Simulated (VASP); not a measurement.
Set up this calculation in VASP 6.6.1, as the native input.

```yaml
Task: single point
Functional: LDA
Potentials_or_basis: VASP PAW LDA potentials, release 64 (Mo_sv)
Cutoff: 520 eV
k_mesh: 8 × 8 × 8
Occupations: gaussian, width 0.1 eV
Spin: no spin polarisation
Dipole_correction: no
Further_INCAR_settings: ALGO = Normal; EDIFF = 1e-06; NBANDS = 13
```

The structure of Mo lies in POSCAR:

```
Mo
1.0
    2.8244807000     -0.0180516400     -0.0483609000
   -1.4278735300      2.3175461800      0.0145522700
   -0.0451728600     -0.0103847700      2.5373308300
Mo
1
Direct
    0.0000000000      0.0000000000      0.5000000000
```

The input as run:

INCAR

```
SYSTEM = Mo
PREC     = Accurate       ! precision mode
ENCUT    = 520            ! plane-wave cutoff, eV
EDIFF    = 1E-6           ! SCF threshold, eV
ISMEAR   = 0              ! smearing method
SIGMA    = 0.1            ! smearing width, eV
LREAL    = .FALSE.        ! projectors in reciprocal space
LASPH    = .TRUE.         ! aspherical terms in the spheres
NELM     = 60             ! most SCF steps
ALGO     = Normal         ! electronic algorithm
ISIF     = 2              ! what is computed and relaxed
LWAVE    = .FALSE.        ! write WAVECAR
LCHARG   = .FALSE.        ! write CHGCAR
NBANDS   = 13             ! bands
```

KPOINTS

```
regular mesh
0
G
  8 8 8
  0 0 0
```

Potentials or basis: VASP PAW LDA potentials, release 64 (Mo_sv).

Run with:

```bash
$ cat potpaw_LDA.64/Mo_sv/POTCAR > POTCAR
$ mpirun -np 1 vasp_std > vasp.out
```

It gave:

```
Pressure               : -7.1 GPa
Band gap on the k mesh : zero (bands 7 and 8 overlap by 1.90 eV)
```

Caveat: the stress differs along the axes, from -11 to -1 GPa.

Wall time 28 s on 1 thread of Intel(R) Xeon(R) Platinum 8259CL CPU @ 2.50GHz (Skylake/Cascade Lake) (shared host), peak memory 0.16 GiB.
